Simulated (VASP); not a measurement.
Write the native input for VASP 6.6.1 that does the following.

- Task: single point
- Functional: revPBE
- Dispersion: D3(BJ)
- Potentials or basis: VASP PAW PBE potentials, release 64 (Ti_sv)
- Cutoff: 520 eV
- k mesh: 7 × 7 × 9
- Occupations: fermi-dirac, width 0.05 eV
- Spin: no spin polarisation
- Dipole correction: no
- Further INCAR settings: ALGO = Normal; EDIFF = 1e-06; NBANDS = 25

The structure of Ti lies in POSCAR:

```
Ti
1.0
    4.4534430900      0.0000000000      0.0000000000
   -2.2267215450      3.8567948503      0.0000000000
    0.0000000000      0.0000000000      2.7599130688
Ti
3
Direct
    0.6666666667      0.3333333333      0.5000000000
    0.3333333333      0.6666666667      0.5000000000
    0.0000000000      0.0000000000      0.0000000000
```

One way to write it, as run:

INCAR

```
SYSTEM = Ti
ALGO = Normal ; EDIFF = 1E-6
ENCUT = 520 ; GGA = RE
ISIF = 2 ; ISMEAR = -1
IVDW = 12 ; LASPH = .TRUE.
LCHARG = .TRUE. ; LELF = .TRUE.
LREAL = .FALSE. ; LVHAR = .TRUE.
LWAVE = .FALSE. ; NBANDS = 25
NELM = 100 ; PREC = Accurate
SIGMA = 0.05
```

KPOINTS

```
k-points
0
G
  7 7 9
  0 0 0
```

Potentials or basis: VASP PAW PBE potentials, release 64 (Ti_sv).

Run with:

```sh
$ cat potpaw_PBE.64/Ti_sv/POTCAR > POTCAR
$ mpirun -np 1 vasp_std > vasp.out
```

Results of the run:

```
Pressure                   : -0.4 GPa
Band gap on the k mesh     : zero (band 18 reaches 9.56 eV, above the bottom of band 19 at 9.23 eV)
Dispersion energy per atom : -1.235 eV
```

Caveat: the PAW data sets were made with another functional, which shifts forces and pressure a little; pairwise dispersion overbinds metals, which lowers pressure and volume.

It took 42 s on 1 thread of Intel(R) Xeon(R) Platinum 8488C (Sapphire Rapids), on a shared host, peak memory 0.2 GiB.
